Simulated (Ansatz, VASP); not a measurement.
**Two plane-wave programs on MgZrC**

```
Mg Zr C
1.0
     3.26914    0.00000    0.00000
     0.00000    3.26869    0.00000
     0.00000    0.00000    4.51237
Mg Zr C
1 1 1
Direct
  0.50000 0.50000 0.50000
  0.00000 0.00000 0.00000
  0.50000 0.50000 0.00000
```

Change from the starting cell: species swapped into the TmCoC type (Pmmm, No. 47).

Alike in both runs: functional PBE; k mesh 6 × 6 × 6; occupations gaussian, width 0.1 eV; no spin polarisation.

Ansatz relaxed the structure, and its values are those at the end. VASP's run is a single point on that final structure, the one shown.

```csv
,VASP,Ansatz
version,VASP 6.6.1,Ansatz 0.2.0
potentials or method,"VASP PAW PBE potentials, release 64 (Mg, Zr_sv, C), cutoff 520 eV","scalar-relativistic, plane waves, PAW"
valence electrons in the cell,18,26
```

|  | VASP | Ansatz | Ansatz less VASP |
| --- | --- | --- | --- |
| gap on the k mesh at the Fermi level (eV) | none | none | - |
| pressure (GPa) | 0.1 | 0.1 | -0.01 |

A gap of «none» marks a metal or a gap that the smearing closes. With one functional, cell and mesh, what is left measures potentials, basis and numerics. VASP's potentials hold 18 valence electrons a cell and Ansatz's 26, so a difference there can come from the potentials and not from the codes.
